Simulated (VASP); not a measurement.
# AlN (P1) in VASP: single point with PBEsol

Aim: the single point of AlN with PBEsol.

Program: VASP 6.6.1. These are calculated values, not measurements. Logs are shortened: lines on timing, memory, paths and dates and some standing lists are left out, and cuts for length are marked.

### 1 The cell of the first run

The typed cell holds 4 atoms: a = 3.147 Å, b = 3.154 Å, c = 4.926 Å, α = 90.44°, β = 89.55°, γ = 121.06°.

### 2 Single point, PBEsol (atoms moved at random and the cell strained at random)

The input, INCAR:

```
SYSTEM = AlN
  PREC = Accurate
  ENCUT = 600
  EDIFF = 1E-6
  ISMEAR = 0
  SIGMA = 0.05
  LREAL = .FALSE.
  LASPH = .TRUE.
  NELM = 120
  ALGO = Normal
  ISIF = 2
  LWAVE = .FALSE.
  LCHARG = .FALSE.
  GGA = PS
  NBANDS = 16
  GGA_COMPAT = .FALSE.
```

The input, KPOINTS:

```
Automatic mesh
0
G
  12 12 6
  0 0 0
```

The input, POSCAR:

```
AlN
1.0
    3.1470891143     -0.0309153927      0.0120973488
   -1.6003180726      2.7174116214     -0.0119162351
    0.0193616182     -0.0108437228      4.9262733166
Al N
2 2
Direct
    0.3266702558      0.6742001535     -0.0066139691
    0.6321904768      0.3088986974      0.5293770803
    0.3959448125      0.6920125257      0.3764427837
    0.6451944549      0.3248886234      0.8707941052
```

Potentials or basis: VASP PAW PBE potentials, release 64 (Al, N).

Run with:

```sh
cat potpaw_PBE.64/Al/POTCAR potpaw_PBE.64/N/POTCAR > POTCAR
mpirun -np 1 vasp_std > vasp.out
```

OUTCAR:

```text
SYSTEM = AlN
   PREC = Accurate
   ENCUT = 600
   EDIFF = 1E-6
   ISMEAR = 0
   LREAL = .FALSE.
   LASPH = .TRUE.
   NELM = 120
   ISIF = 2
   GGA = PS

 ion  position               nearest neighbor table
   1  0.327  0.674  0.993-   4 1.86   3 1.90   4 1.92   4 1.94   2 2.86   2 2.92   2 2.96   2 3.14
                             2 3.23   2 3.23
   2  0.632  0.309  0.529-   4 1.68   3 1.84   3 1.88   3 2.19   1 2.86   1 2.92   1 2.96   1 3.14
                             1 3.23   1 3.23
   3  0.396  0.692  0.376-   2 1.84   2 1.88   1 1.90   2 2.19
   4  0.645  0.325  0.871-   2 1.68   1 1.86   1 1.92   1 1.94

  LATTYP: Found a triclinic cell.
 ALAT       =     3.1472642089
 B/A-ratio  =     0.9849702840
 C/A-ratio  =     1.5652716049
 COS(alpha) =     0.0001118813
 COS(beta)  =     0.0077953679
 COS(gamma) =     0.4904242458

  Lattice vectors:

 A1 = (   3.1470891143,  -0.0309153927,   0.0120973488)
 A2 = (   1.5467710417,   2.6864962287,   0.0001811137)
 A3 = (   0.0193616182,  -0.0108437228,   4.9262733166)

Analysis of symmetry for initial positions (statically):
=====================================================================
 Subroutine PRICEL returns:
 Original cell was already a primitive cell.

 Routine SETGRP: Setting up the symmetry group for a
 triclinic supercell.

 Subroutine GETGRP returns: Found  1 space group operations
 (whereof  1 operations were pure point group operations)
 out of a pool of  2 trial point group operations.

The static configuration has the point symmetry C_1 .

Analysis of symmetry for dynamics (positions and initial velocities):
=====================================================================
 Subroutine PRICEL returns:
 Original cell was already a primitive cell.

 Routine SETGRP: Setting up the symmetry group for a
 triclinic supercell.

 Subroutine GETGRP returns: Found  1 space group operations
 (whereof  1 operations were pure point group operations)
 out of a pool of  2 trial point group operations.

The dynamic configuration has the point symmetry C_1 .

 Subroutine INISYM returns: Found  1 space group operations
 (whereof  1 operations are pure point group operations),
 and found     1 'primitive' translations

----------------------------------------------------------------------------------------

                                     Primitive cell

  volume of cell :      41.8846

  direct lattice vectors                    reciprocal lattice vectors
     3.147089114 -0.030915393  0.012097349     0.319606129  0.188216400 -0.000841838
    -1.600318073  2.717411621 -0.011916235     0.003632992  0.370140273  0.000800475
     0.019361618 -0.010843723  4.926273317    -0.000776062  0.000433139  0.202997207

  length of vectors
     3.147264209  3.153646437  4.926323299     0.370909961  0.370158968  0.202999152

  position of ions in fractional coordinates (direct lattice)
     0.326670256  0.674200154  0.993386031
     0.632190477  0.308898697  0.529377080
     0.395944812  0.692012526  0.376442784
     0.645194455  0.324888623  0.870794105

  ion indices of the primitive-cell ions
   primitive index   ion index
                 1           1
                 2           2
                 3           3
                 4           4

----------------------------------------------------------------------------------------

 KPOINTS: Automatic mesh

Automatic generation of k-mesh.
 Grid dimensions read from file:
 generate k-points for:   12   12    6

 Generating k-lattice:

  Cartesian coordinates                     Fractional coordinates (reciprocal lattice)
     0.026633844  0.015684700 -0.000070153     0.083333333 -0.000000000  0.000000000
     0.000302749  0.030845023  0.000066706    -0.000000000  0.083333333  0.000000000
    -0.000129344  0.000072190  0.033832868    -0.000000000  0.000000000  0.166666667

  Length of vectors
     0.030909163  0.030846581  0.033833192

  Shift w.r.t. Gamma in fractional coordinates (k-lattice)
     0.000000000  0.000000000  0.000000000

 Subroutine IBZKPT returns following result:
 ===========================================

 Found    436 irreducible k-points:

 Following reciprocal coordinates:
            Coordinates               Weight
  0.000000  0.000000  0.000000      1.000000
  0.083333 -0.000000 -0.000000      2.000000
  0.166667 -0.000000  0.000000      2.000000
  0.250000 -0.000000 -0.000000      2.000000
  0.333333 -0.000000  0.000000      2.000000
  0.416667  0.000000 -0.000000      2.000000
[... 16 lines left out ...]
  0.250000  0.166667 -0.000000      2.000000
  0.333333  0.166667  0.000000      2.000000
 [... further k-points ...]
   k-points           NKPTS =    436   k-points in BZ     NKDIM =    436   number of bands    NBANDS=     16
   number of dos      NEDOS =    301   number of ions     NIONS =      4
   total plane-waves  NPLWV =  31360
   dimension x,y,z NGX =    28 NGY =   28 NGZ =   40
   dimension x,y,z NGXF=    56 NGYF=   56 NGZF=   80
   ions per type =               2   2
   NGX,Y,Z   is equivalent  to a cutoff of  14.79, 14.76, 13.50 a.u.
   NGXF,Y,Z  is equivalent  to a cutoff of  29.58, 29.52, 27.00 a.u.
 SYSTEM =  AlN
   PREC   = accura    normal or accurate (medium, high low for compatibility)
   ISTART =      0    job   : 0-new  1-cont  2-samecut
   ICHARG =      2    charge: 1-file 2-atom 10-const
   ISPIN  =      1    spin polarized calculation?
   LNONCOLLINEAR =      F non collinear calculations
   LSORBIT =      F    spin-orbit coupling
   LASPH  =      T    aspherical Exc in radial PAW
   ENCUT  =  600.0 eV  44.10 Ry    6.64 a.u.   6.29  6.30  9.84*2*pi/ulx,y,z
   NELM   =    120;   NELMIN=  2; NELMDL= -5     # of ELM steps
   EDIFF  = 0.1E-05   stopping-criterion for ELM
   LREAL  =      F    real-space projection
   EDIFFG = 0.1E-04   stopping-criterion for IOM
   NSW    =      0    number of steps for IOM
   IBRION =     -1    ionic relax: 0-MD 1-quasi-New 2-CG
   NFREE  =      0    steps in history (QN), initial steepest desc. (CG)
   ISIF   =      2    stress and relaxation
   ISYM   =      2    0-nonsym 1-usesym 2-fastsym
   POTIM  = 0.5000    time-step for ionic-motion
   TEBEG  =    0.0;   TEEND  =   0.0 temperature during run
   PSTRESS=    0.0 pullay stress
   NELECT =      16.0000    total number of electrons
   NUPDOWN=      -1.0000    fix difference up-down
   EMIN   =  10.00;   EMAX   =-10.00  energy-range for DOS
   EFERMI =   0.00;   METHOD = LEGACY
   ISMEAR =     0;   SIGMA  =   0.05  broadening in eV -4-tet -1-fermi 0-gaus
   EFERMI_NEDOS =   21; number of points for ismear=-14 and -15
   IALGO  =     38    algorithm
   IMIX   =      4    mixing-type and parameters
     AMIX     =   0.40;   BMIX     =  1.00
     AMIX_MAG =   1.60;   BMIX_MAG =  1.00
  volume/ion in A,a.u.               =      10.47        70.66
  Fermi-wavevector in a.u.,A,eV,Ry     =   1.187855  2.244720 19.197800  1.410999
  Thomas-Fermi vector in A             =   2.323997
   LORBIT       =      0    0 simple, 1 ext, 2 COOP (PROOUT), +10 PAW based schemes
   GGA     = PS    functional components
   LHFCALC =     F    Hartree Fock is set to
   AEXX    =    0.0000 exact exchange contribution
   IVDW    =     0    specifies the selected vdW correction
   LEPSILON=     F    determine dielectric tensor
   LRPA    =     F    only Hartree local field effects (RPA)
 non-spin polarized calculation
 Gauss-broadening in eV      SIGMA  =   0.05
  energy-cutoff  :      600.00
  volume of cell :       41.88
 maximum number of plane-waves:      1417
 NGX is ok and might be reduce to    28
   NGX = 13   NGY = 13   NGZ = 19

 number of electron      16.0000000 magnetization

 Free energy of the ion-electron system (eV)
  ---------------------------------------------------
  ext. energy  EPLUGINS =         0.00000000
  ---------------------------------------------------
  free energy    TOTEN  =       -30.48996644 eV

  energy without entropy =      -30.48996644  energy(sigma->0) =      -30.48996644

 E-fermi :   6.9759     XC(G=0): -11.0853

 val. band max:        6.7749277350   @ k =   0.0000   0.0000   0.0000
 cond. band min:       9.8755220687   @ k =   0.0000   0.0000   0.0000
 fundamental gap:      3.1005943337
 Fermi energy:         6.9758685949

 k-point     1 :       0.0000    0.0000    0.0000
  band No.  band energies     occupation
      1      -9.3575      2.00000
      2      -6.7239      2.00000
      3      -0.0708      2.00000
      4       4.5305      2.00000
      5       4.8546      2.00000
      6       5.7367      2.00000
[... 8 lines left out ...]
     15      19.5621      0.00000
     16      19.5910      0.00000

 k-point     2 :       0.0833   -0.0000   -0.0000
  band No.  band energies     occupation
      1      -9.2732      2.00000
      2      -6.6721      2.00000
      3       0.0306      2.00000
      4       4.3971      2.00000
      5       4.4424      2.00000
      6       5.6871      2.00000
[... 8 lines left out ...]
     15      19.0655      0.00000
     16      19.6303      0.00000

 k-point     3 :       0.1667   -0.0000    0.0000
  band No.  band energies     occupation
      1      -9.0295      2.00000
      2      -6.5284      2.00000
      3       0.3278      2.00000
      4       3.3590      2.00000
      5       4.2064      2.00000
      6       5.2541      2.00000
[... 8 lines left out ...]
     15      18.2625      0.00000
     16      19.2819      0.00000

 k-point     4 :       0.2500   -0.0000   -0.0000
  band No.  band energies     occupation
      1      -8.6568      2.00000
      2      -6.3285      2.00000
      3       0.7956      2.00000
      4       2.1707      2.00000
      5       3.9203      2.00000
      6       4.3328      2.00000
[... 8 lines left out ...]
     15      18.5643      0.00000
     16      19.0980      0.00000

 k-point     5 :       0.3333   -0.0000    0.0000
  band No.  band energies     occupation
      1      -8.2187      2.00000
      2      -6.1326      2.00000
      3       1.1005      2.00000
      4       1.3856      2.00000
      5       3.4966      2.00000
      6       3.6630      2.00000
[... 8 lines left out ...]
     15      19.0907      0.00000
     16      19.7997      0.00000

 k-point     6 :       0.4167    0.0000   -0.0000
  band No.  band energies     occupation
      1      -7.8321      2.00000
      2      -6.0066      2.00000
      3       0.3657      2.00000
      4       1.9439      2.00000
      5       2.9297      2.00000
      6       3.4885      2.00000
[... 8 lines left out ...]
     15      19.3005      0.00000
     16      20.7435      0.00000
[... 267 lines left out ...]
 k-point    21 :       0.0833    0.1667   -0.0000
  band No.  band energies     occupation
      1      -8.7851      2.00000
      2      -6.4120      2.00000
      3       0.6374      2.00000
      4       2.6750      2.00000
      5       3.7952      2.00000
      6       4.5888      2.00000
[... 8 lines left out ...]
     15      18.7722      0.00000
     16      19.2537      0.00000

 k-point    22 :       0.1667    0.1667   -0.0000
  band No.  band energies     occupation
      1      -8.4310      2.00000
      2      -6.2409      2.00000
      3       1.0956      2.00000
      4       1.9421      2.00000
      5       3.0526      2.00000
      6       4.2833      2.00000
[... 8 lines left out ...]
     15      19.0488      0.00000
     16      20.0358      0.00000

 k-point    23 :       0.2500    0.1667   -0.0000
  band No.  band energies     occupation
      1      -8.0243      2.00000
      2      -6.0803      2.00000
      3       1.1715      2.00000
      4       1.6613      2.00000
      5       2.5850      2.00000
      6       3.8094      2.00000
[... 8 lines left out ...]
     15      19.0322      0.00000
     16      20.6742      0.00000

 k-point    24 :       0.3333    0.1667    0.0000
  band No.  band energies     occupation
      1      -7.6778      2.00000
      2      -5.9822      2.00000
      3       0.5801      2.00000
      4       2.1912      2.00000
      5       2.4542      2.00000
      6       3.2992      2.00000
[... 8 lines left out ...]
     15      18.9940      0.00000
     16      20.7182      0.00000

 [... further k-points ...]

------------------------ aborting loop because EDIFF is reached ----------------------------------------

  FORCE on cell =-STRESS in cart. coord.  units (eV):
  Direction    XX          YY          ZZ          XY          YZ          ZX
  --------------------------------------------------------------------------------------
  -------------------------------------------------------------------------------------
  Total       -2.1628582      0.7251624      6.5486116     -0.4769983      0.3642945      0.1323623
  in kB      -82.7339954     27.7390270    250.4985249    -18.2462136     13.9350496      5.0631421
  external PRESSURE =      65.1678521 kB  Pullay stress =       0.0000000 kB

 VOLUME and BASIS-vectors are now :
 -----------------------------------------------------------------------------
  energy-cutoff  :      600.00
  volume of cell :       41.88
      direct lattice vectors                 reciprocal lattice vectors
     3.147089114 -0.030915393  0.012097349     0.319606129  0.188216400 -0.000841838
    -1.600318073  2.717411621 -0.011916235     0.003632992  0.370140273  0.000800475
     0.019361618 -0.010843723  4.926273317    -0.000776062  0.000433139  0.202997207

 POSITION                                       TOTAL-FORCE (eV/Angst)
 -----------------------------------------------------------------------------------
     -0.03164      1.81121      4.88961         0.089553     -0.619731      1.337896
      1.50547      0.81412      2.61182         1.003896      0.964820     -5.823031
      0.14592      1.86416      1.85100        -1.320120     -1.009281      0.512136
      1.52742      0.85347      4.29370         0.226671      0.664192      3.972998
 -----------------------------------------------------------------------------------
    total drift:                                0.000048     -0.000156      0.000832

  FREE ENERGIE OF THE ION-ELECTRON SYSTEM (eV)
  ---------------------------------------------------
  free  energy   TOTEN  =       -30.4899664393 eV

  energy  without entropy=      -30.4899664393  energy(sigma->0) =      -30.48996644
```

It took 2.5 min on 1 thread of Intel Xeon 6975P-C (Granite Rapids), shared host; peak memory 0.4 GiB.

Results:

- Free energy: -30.4900 eV
- Pressure: 6.5 GPa
- Largest force: 5.987 eV/Å
- Band gap on the k mesh: 3.10 eV

Forces on the atoms (eV/Å):
```
Al   0.090 -0.620  1.338
Al   1.004  0.965 -5.823
N   -1.320 -1.009  0.512
N    0.227  0.664  3.973
```

Stress tensor (GPa, compression positive):
```
-8.27 -1.82  0.51
-1.82  2.77  1.39
 0.51  1.39 25.05
```

Levels at points of the mesh, in eV from the valence-band top:
| k point | band 6 | band 7 | band 8 | band 9 | band 10 | band 11 |
| --- | --- | --- | --- | --- | --- | --- |
| (0.00, 0.00, 0.00) | -1.04 | -0.83 | 0.00 | 3.10 | 5.57 | 9.30 |
| (0.50, 0.00, 0.00) | -3.35 | -2.12 | -1.47 | 4.02 | 4.70 | 7.04 |
| (0.00, 0.50, 0.00) | -3.11 | -2.85 | -0.96 | 4.53 | 5.23 | 7.17 |
| (0.50, 0.50, 0.00) | -3.01 | -2.89 | -0.81 | 4.76 | 5.39 | 7.37 |
| (0.00, 0.00, 0.50) | -1.90 | -1.03 | -0.03 | 4.88 | 5.63 | 8.90 |
| (0.50, 0.00, 0.50) | -2.72 | -2.13 | -1.93 | 4.49 | 4.89 | 8.08 |
| (0.00, 0.50, 0.50) | -2.33 | -1.84 | -1.25 | 3.93 | 4.24 | 8.30 |
| (0.50, 0.50, 0.50) | -2.35 | -1.83 | -1.09 | 4.06 | 4.33 | 8.30 |

Caveat: the cell differs from its parent crystal (atoms moved at random and the cell strained at random); the cell stands under pressure; the PAW data sets were made with another functional, which shifts forces and pressure a little. A k mesh can miss the band edges.
